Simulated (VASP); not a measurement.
# FTl in VASP: notebook

The runs below take FTl through single point, with AM05, LDA.

All numbers are computed with VASP 6.6.1; they aren't measurements. Logs are shortened: lines on timing, memory, paths and dates and some standing lists are left out, and cuts for length are marked.

## Step 1: The cell of the first run

The cell holds a molecule in a box, 2 atoms: a = 9.000 Å, b = 9.000 Å, c = 12.000 Å, α = 90.00°, β = 90.00°, γ = 90.00°.

## Step 2: Single point, AM05

File POSCAR:

```
TlF
1.0
    9.0000000000      0.0000000000      0.0000000000
    0.0000000000      9.0000000000      0.0000000000
    0.0000000000      0.0000000000     12.0000000000
F Tl
1 1
Direct
    0.5014444400      0.5023333300      0.4159817500
    0.5014444400      0.5023333300      0.5896849200
```

File INCAR.step1:

```
SYSTEM = TlF
ISMEAR   = 0              ! smearing method
SIGMA    = 0.03           ! smearing width, eV
LWAVE    = .TRUE.         ! write WAVECAR
LCHARG   = .TRUE.         ! write CHGCAR
ISIF     = 0              ! what is computed and relaxed
NELM     = 100            ! most SCF steps
ALGO     = Normal         ! electronic algorithm
PREC     = Accurate       ! precision mode
LASPH    = .TRUE.         ! aspherical terms in the spheres
LREAL    = .FALSE.        ! projectors in reciprocal space
EDIFF    = 1E-5           ! SCF threshold, eV
GGA_COMPAT= .FALSE.      
ENCUT    = 520            ! plane-wave cutoff, eV
EFERMI   = MIDGAP       
NELMDL   = -8           
GGA      = PE             ! functional
```

File INCAR.step2:

```
SYSTEM = TlF
GGA      = AM             ! functional
ISMEAR   = 0              ! smearing method
SIGMA    = 0.03           ! smearing width, eV
LWAVE    = .FALSE.        ! write WAVECAR
LCHARG   = .FALSE.        ! write CHGCAR
ISIF     = 0              ! what is computed and relaxed
NELM     = 100            ! most SCF steps
ALGO     = All            ! electronic algorithm
PREC     = Accurate       ! precision mode
LASPH    = .TRUE.         ! aspherical terms in the spheres
LREAL    = .FALSE.        ! projectors in reciprocal space
EDIFF    = 1E-6           ! SCF threshold, eV
GGA_COMPAT= .FALSE.      
ENCUT    = 520            ! plane-wave cutoff, eV
EFERMI   = MIDGAP       
NELMDL   = -8           
ISTART   = 1            
ISEARCH  = 1
```

File KPOINTS:

```
k-points
0
Gamma
  1 1 1
```

Potentials or basis: VASP PAW PBE potentials, release 64 (F, Tl_d).

The run is started by

```
cat potpaw_PBE.64/F/POTCAR potpaw_PBE.64/Tl_d/POTCAR > POTCAR
cp INCAR.step1 INCAR
mpirun -np 1 vasp_gam > vasp.out
cp INCAR.step2 INCAR
mpirun -np 1 vasp_gam > vasp.out
```

OUTCAR:

```text
SYSTEM = TlF
   GGA = AM
   ISMEAR = 0
   ISIF = 0
   NELM = 100
   PREC = Accurate
   LASPH = .TRUE.
   LREAL = .FALSE.
   EDIFF = 1E-6
   ENCUT = 520
   EFERMI = MIDGAP
   NELMDL = -8
   ISTART = 1

 Found      1 irreducible k-points:

 Following reciprocal coordinates:
            Coordinates               Weight
  0.000000  0.000000  0.000000      1.000000
   k-points           NKPTS =      1   k-points in BZ     NKDIM =      1   number of bands    NBANDS=     14
   number of dos      NEDOS =    301   number of ions     NIONS =      2
   total plane-waves  NPLWV = 441000
   dimension x,y,z NGX =    70 NGY =   70 NGZ =   90
   dimension x,y,z NGXF=   140 NGYF=  140 NGZF=  180
   ions per type =               1   1
   NGX,Y,Z   is equivalent  to a cutoff of  12.93, 12.93, 12.47 a.u.
   NGXF,Y,Z  is equivalent  to a cutoff of  25.86, 25.86, 24.94 a.u.
 SYSTEM =  TlF
   PREC   = accura    normal or accurate (medium, high low for compatibility)
   ISTART =      1    job   : 0-new  1-cont  2-samecut
   ICHARG =      0    charge: 1-file 2-atom 10-const
   ISPIN  =      1    spin polarized calculation?
   LNONCOLLINEAR =      F non collinear calculations
   LSORBIT =      F    spin-orbit coupling
   LASPH  =      T    aspherical Exc in radial PAW
   ENCUT  =  520.0 eV  38.22 Ry    6.18 a.u.  16.73 16.73 22.31*2*pi/ulx,y,z
   NELM   =    100;   NELMIN=  2; NELMDL= -8     # of ELM steps
   EDIFF  = 0.1E-05   stopping-criterion for ELM
   LREAL  =      F    real-space projection
   EDIFFG = 0.1E-04   stopping-criterion for IOM
   NSW    =      0    number of steps for IOM
   IBRION =     -1    ionic relax: 0-MD 1-quasi-New 2-CG
   NFREE  =      0    steps in history (QN), initial steepest desc. (CG)
   ISIF   =      0    stress and relaxation
   ISYM   =      2    0-nonsym 1-usesym 2-fastsym
   POTIM  = 0.5000    time-step for ionic-motion
   TEBEG  =    0.0;   TEEND  =   0.0 temperature during run

   SCALEE = 1.0000    scale energy and forces
   PSTRESS=    0.0 pullay stress
   NELECT =      20.0000    total number of electrons
   NUPDOWN=      -1.0000    fix difference up-down
   EMIN   =  10.00;   EMAX   =-10.00  energy-range for DOS
   EFERMI =   0.00;   METHOD = MIDGAP
   ISMEAR =     0;   SIGMA  =   0.03  broadening in eV -4-tet -1-fermi 0-gaus
   EFERMI_NEDOS =   21; number of points for ismear=-14 and -15
   IALGO  =     58    algorithm
   IMIX   =      4    mixing-type and parameters
     AMIX     =   0.40;   BMIX     =  1.00
     AMIX_MAG =   1.60;   BMIX_MAG =  1.00
  volume/ion in A,a.u.               =     486.00      3279.69
  Fermi-wavevector in a.u.,A,eV,Ry     =   0.448604  0.847738  2.738107  0.201245
  Thomas-Fermi vector in A             =   1.428188
   LORBIT       =      0    0 simple, 1 ext, 2 COOP (PROOUT), +10 PAW based schemes
   GGA     = AM    functional components
   LHFCALC =     F    Hartree Fock is set to
   AEXX    =    0.0000 exact exchange contribution
   IVDW    =     0    specifies the selected vdW correction
   LEPSILON=     F    determine dielectric tensor
   LRPA    =     F    only Hartree local field effects (RPA)

   CSHIFT  =0.1000    complex shift for real part using Kramers Kronig

   OMEGAMAX=  -1.0    maximum frequency
 non-spin polarized calculation
 Gauss-broadening in eV      SIGMA  =   0.03
  energy-cutoff  :      520.00
  volume of cell :      972.00
 maximum number of plane-waves:     13093
 NGX is ok and might be reduce to    70
   NGX = 33   NGY = 33   NGZ = 45

 number of electron      19.9999997 magnetization

 Free energy of the ion-electron system (eV)
  ---------------------------------------------------
  ext. energy  EPLUGINS =         0.00000000
  ---------------------------------------------------
  free energy    TOTEN  =        -6.50704500 eV

  energy without entropy =       -6.50704500  energy(sigma->0) =       -6.50704500

 E-fermi :  -4.5234     XC(G=0):  -2.2049

 val. band max:       -6.2960383899   @ k =   0.0000   0.0000   0.0000
 cond. band min:      -2.8015148856   @ k =   0.0000   0.0000   0.0000
 fundamental gap:      3.4945235043
 Fermi energy:        -4.5233958061

 k-point     1 :       0.0000    0.0000    0.0000
  band No.  band energies     occupation
      1     -25.4822      2.00000
      2     -15.4424      2.00000
      3     -15.4424      2.00000
      4     -15.2148      2.00000
      5     -15.2148      2.00000
      6     -15.1307      2.00000
      7      -9.8571      2.00000
      8      -6.8146      2.00000
      9      -6.8146      2.00000
     10      -6.2960      2.00000
     11      -2.8015      0.00000
     12      -1.7316      0.00000
     13      -1.7318      0.00000
     14      -0.2220      0.00000

------------------------ aborting loop because EDIFF is reached ----------------------------------------

 VOLUME and BASIS-vectors are now :
 -----------------------------------------------------------------------------
  energy-cutoff  :      520.00
  volume of cell :      972.00
      direct lattice vectors                 reciprocal lattice vectors
     9.000000000  0.000000000  0.000000000     0.111111111  0.000000000  0.000000000
     0.000000000  9.000000000  0.000000000     0.000000000  0.111111111  0.000000000
     0.000000000  0.000000000 12.000000000     0.000000000  0.000000000  0.083333333

 POSITION                                       TOTAL-FORCE (eV/Angst)
 -----------------------------------------------------------------------------------
      4.51300      4.52100      4.99178         0.000000      0.000000     -0.373045
      4.51300      4.52100      7.07622         0.000000     -0.000000      0.373045
 -----------------------------------------------------------------------------------
    total drift:                                0.000125      0.000119     -0.005970

  FREE ENERGIE OF THE ION-ELECTRON SYSTEM (eV)
  ---------------------------------------------------
  free  energy   TOTEN  =        -6.5070450006 eV

  energy  without entropy=       -6.5070450006  energy(sigma->0) =       -6.50704500
```

Wall time 8.7 min (1 thread of Intel Xeon Platinum 8488C (Sapphire Rapids), shared host); peak memory 0.77 GiB.

What came out:

| Property | Result |
| --- | --- |
| Free energy | -6.5070 eV |
| Largest force | 0.373 eV/Å |
| Gap between the frontier levels | 3.49 eV |

Forces in eV/Å, atoms in the order of the input:
```
F    0.000  0.000 -0.373
Tl   0.000  0.000  0.373
```

Caveat: the PAW data sets were made with another functional, which shifts forces and pressure a little; spin-orbit coupling is left out, which moves the levels of the heavy elements.

## Step 3: Single point, LDA (last atom moved by 0.08 Å along z)

File INCAR:

```
SYSTEM = TlF
GGA      = CA             ! functional
ISMEAR   = 0              ! smearing method
SIGMA    = 0.03           ! smearing width, eV
LWAVE    = .FALSE.        ! write WAVECAR
LCHARG   = .FALSE.        ! write CHGCAR
ISIF     = 0              ! what is computed and relaxed
PREC     = Accurate       ! precision mode
LASPH    = .TRUE.         ! aspherical terms in the spheres
LREAL    = Auto         
ALGO     = Normal         ! electronic algorithm
EDIFF    = 1E-6           ! SCF threshold, eV
NELM     = 120            ! most SCF steps
GGA_COMPAT= .FALSE.      
ENCUT    = 520            ! plane-wave cutoff, eV
EFERMI   = MIDGAP       
NELMDL   = -8           
NBANDS   = 20             ! bands
ROPT     = -0.00025 -0.00025
```

KPOINTS is that of step 2.

POSCAR: that of step 2 with these lines changed.

```diff
@@ -9,2 +9,2 @@
     0.5014444400      0.5023333300      0.4159817500
-    0.5014444400      0.5023333300      0.5896849200
+    0.5014444400      0.5023333300      0.5963515900
```

Potentials or basis: VASP PAW LDA potentials, release 64 (F, Tl_d).

The run is started by

```
cat potpaw_LDA.64/F/POTCAR potpaw_LDA.64/Tl_d/POTCAR > POTCAR
mpirun -np 1 vasp_gam > vasp.out
```

Run time: 21 s. Hardware: 1 thread of AMD EPYC 9R45 (Zen 5), shared host; peak memory 0.54 GiB.

Results (log left out):

- Free energy: -6.7789 eV
- Largest force: 0.944 eV/Å
- Gap between the frontier levels: 4.42 eV

Forces in eV/Å, atoms in the order of the input:
```
F    0.000  0.000  0.944
Tl   0.000  0.000 -0.944
```

Levels at points of the mesh, in eV from the valence-band top:
| k point | band 7 | band 8 | band 9 | band 10 | band 11 | band 12 | band 13 | band 14 |
| --- | --- | --- | --- | --- | --- | --- | --- | --- |
| (0.00, 0.00, 0.00) | -3.52 | -0.25 | -0.25 | 0.00 | 4.42 | 4.42 | 5.94 | 6.47 |

Caveat: the cell differs from its parent crystal (last atom moved by 0.08 Å along z); spin-orbit coupling is left out, which moves the levels of the heavy elements.

(Continued in part 2 of 2.)
